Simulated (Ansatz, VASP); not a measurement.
**SiC2 in VASP and in Ansatz**

Contents of POSCAR:

```
SiC2
1.0
    2.9301444276      0.0000000000      0.0000000000
   -1.4650722138      2.5375795110      0.0000000000
    0.0000000000      0.0000000000      7.1754817305
C Si
4 2
Direct
    0.0000000000      0.0000000000     -0.0197225612
    0.6666666667      0.3333333333      0.6910394813
    0.3333333333      0.6666666667      0.3353027557
    0.6666666667      0.3333333333      0.9057115828
    0.3333333333      0.6666666667      0.5953175289
    0.0000000000      0.0000000000      0.2423512125
```

The input INCAR.step1:

```
  PREC = Accurate
  ENCUT = 520
  ISMEAR = 0
  SIGMA = 0.01
  LREAL = False
  LASPH = True
  NELM = 100
  NBANDS = 21
  GGA = PE
  ALGO = Normal
  EDIFF = 1E-4
  LWAVE = True
  LCHARG = False
```

INCAR.step2

```
  PREC = Accurate
  ENCUT = 520
  EDIFF = 1E-6
  ISMEAR = 0
  SIGMA = 0.01
  LREAL = False
  LASPH = True
  NELM = 100
  ALGO = Normal
  ISIF = 2
  LWAVE = False
  LCHARG = False
  METAGGA = R2SCAN
  LMIXTAU = True
  NBANDS = 21
  ISTART = 1
```

Contents of KPOINTS:

```
regular mesh
0
Gamma
  9 9 4
```

Input for Ansatz:

```yaml
crystal:
  lattice:
    - [2.9301444276, 0.0, 0.0]
    - [-1.4650722138, 2.537579511, 0.0]
    - [0.0, 0.0, 7.1754817305]
  atoms:
    - { symbol: C, position: [0.0, 0.0, -0.0197225612] }
    - { symbol: C, position: [0.6666666667, 0.3333333333, 0.6910394813] }
    - { symbol: C, position: [0.3333333333, 0.6666666667, 0.3353027557] }
    - { symbol: C, position: [0.6666666667, 0.3333333333, 0.9057115828] }
    - { symbol: Si, position: [0.3333333333, 0.6666666667, 0.5953175289] }
    - { symbol: Si, position: [0.0, 0.0, 0.2423512125] }
kpoints:
  mp_grid: { grid: [9, 9, 4] }
hamiltonian:
  xc: r2scan
scf:
  occupations: { method: fixed }
  n_extra_bands: 5
output:
  forces: true
  stress: true
  eigenvalues: true
```

Alike in both runs: task single point; functional r2SCAN; k mesh 9 × 9 × 4; no spin polarisation.

|  | VASP | Ansatz |
| --- | --- | --- |
| version | VASP 6.6.1 | Ansatz 0.2.0 |
| potentials or method | VASP PAW PBE potentials, release 64 (C, Si) | plane waves, PAW |
| plane-wave cutoff (eV) | 520 | 500 |
| occupations | gaussian, width 0.01 eV | fixed |
| valence electrons in the cell | 24 | 24 |

|  | VASP | Ansatz | Ansatz less VASP |
| --- | --- | --- | --- |
| gap on the k mesh at the Fermi level (eV) | 1.80 | 1.79 | -0.008 |
| pressure (GPa) | -0.1 | 0.0 | +0.07 |
| traceless stress, the component that is largest in VASP (GPa) | -0.05 | 0.00 | +0.051 |
| rms of the force components (eV/Å) | 0.020 | 0.000 | -0.0193 |

VASP's potentials were made for PBE, not for r2SCAN. Atom by atom the forces differ by 0.019 eV/Å (rms over components).
